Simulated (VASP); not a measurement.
Here is a VASP 6.6.1 calculation.

File POSCAR:

```
Cu
1.0
    0.0000000000      1.7706018915      1.7706018915
    1.7706018915      0.0000000000      1.7706018915
    1.7706018915      1.7706018915      0.0000000000
Cu
1
Direct
    0.0000000000      0.0000000000      0.0000000000
```

INCAR.step1

```
PREC = Accurate
ENCUT = 580
EDIFF = 1E-5
ISMEAR = -1
SIGMA = 0.05
LREAL = F
LASPH = T
NELM = 120
ALGO = Normal
ISIF = 2
LWAVE = T
LCHARG = F
NBANDS = 12
GGA = PE
GGA_COMPAT = F
```

Contents of INCAR.step2:

```
PREC = Accurate
ENCUT = 580
EDIFF = 1E-6
ISMEAR = -1
SIGMA = 0.05
LREAL = F
LASPH = T
NELM = 120
ALGO = Normal
ISIF = 2
LWAVE = F
LCHARG = F
METAGGA = R2SCAN
LHFCALC = T
AEXX = 0.5
LMIXTAU = T
PRECFOCK = Normal
NBANDS = 12
ISTART = 1
GGA_COMPAT = F
```

The input KPOINTS:

```
regular mesh
0
Gamma
  7 7 7
```

Potentials or basis: VASP PAW PBE potentials, release 64 (Cu).

Run with:

```console
$ cat potpaw_PBE.64/Cu/POTCAR > POTCAR
$ cp INCAR.step1 INCAR
$ mpirun -np 1 vasp_std > vasp.out
$ cp INCAR.step2 INCAR
$ mpirun -np 1 vasp_std > vasp.out
```

Problem. Estimate the pressure.

Solution. 10.3 GPa.

Problem. What does it give for the band gap on the k mesh?

Solution. Zero (an odd number of electrons rules out a gap without spin polarisation).

Caveat: the k points lie up to 0.44 Å⁻¹ apart, too coarse for converged energies and pressures of a metal; the PAW data sets were made with another functional, which shifts forces and pressure a little.
